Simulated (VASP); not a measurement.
BAs (CsCl type): single point with PBE

BAs (CsCl type):

```xyz
2
Lattice="2.6334 0.0000 0.0000 0.0000 2.6334 0.0000 0.0000 0.0000 2.6334" Properties=species:S:1:pos:R:3 pbc="T T T"
B     0.0000    0.0000    0.0000
As    1.3167    1.3167    1.3167
```

This cell differs from its parent crystal: volume scaled by 0.72.

```
Program                : VASP 6.6.1
Task                   : single point
Functional             : PBE
Potentials or basis    : VASP PAW PBE potentials, release 64 (B, As)
Cutoff                 : 520 eV
k mesh                 : 15 × 15 × 15
Occupations            : fermi-dirac, width 0.05 eV
Spin                   : no spin polarisation
Dipole correction      : no
Further INCAR settings : ALGO = Normal; EDIFF = 1e-07; NBANDS = 11
```

The pressure is 71.1 GPa and the band gap on the k mesh is zero (band 4 reaches 14.32 eV, above the bottom of band 5 at 8.29 eV).

Levels at points of the mesh, in eV from the Fermi level:
```csv
k point,band 1,band 2,band 3,band 4,band 5,band 6,band 7,band 8
"(0.00, 0.00, 0.00)",-19.53,-1.49,-1.49,-1.49,3.05,5.11,5.11,13.14
```

It took 23 s on 1 thread of Intel Xeon 8259CL, on a shared host, peak memory 0.14 GiB.
